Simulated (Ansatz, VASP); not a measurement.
**Bi: VASP beside Ansatz**

```xyz
1
Lattice="0.0000 2.4727 2.4727 2.4727 0.0000 2.4727 2.4727 2.4727 0.0000" Properties=species:S:1:pos:R:3 pbc="T T T"
Bi    0.0000    0.0000    0.0000
```

Alike in both runs: functional PBEsol; k mesh 11 × 11 × 11; occupations fermi-dirac, width 0.1 eV; no spin polarisation.

Ansatz relaxed the structure, and its values are those at the end. VASP's run is a single point on that final structure, the one shown.

|  | VASP | Ansatz |
| --- | --- | --- |
| version | VASP 6.6.1 | Ansatz 0.2.0 |
| potentials or method | VASP PAW PBE potentials, release 64 (Bi_d), cutoff 520 eV | plane waves (420 eV) with PAW, scalar-relativistic |
| valence electrons in the cell | 15 | 15 |

|  | VASP | Ansatz | Ansatz less VASP |
| --- | --- | --- | --- |
| pressure (GPa) | -0.1 | 0.0 | +0.06 |

VASP's potentials were made for PBE, not for PBEsol, and Ansatz warns of the same on its side.

Spin-orbit coupling is off throughout.
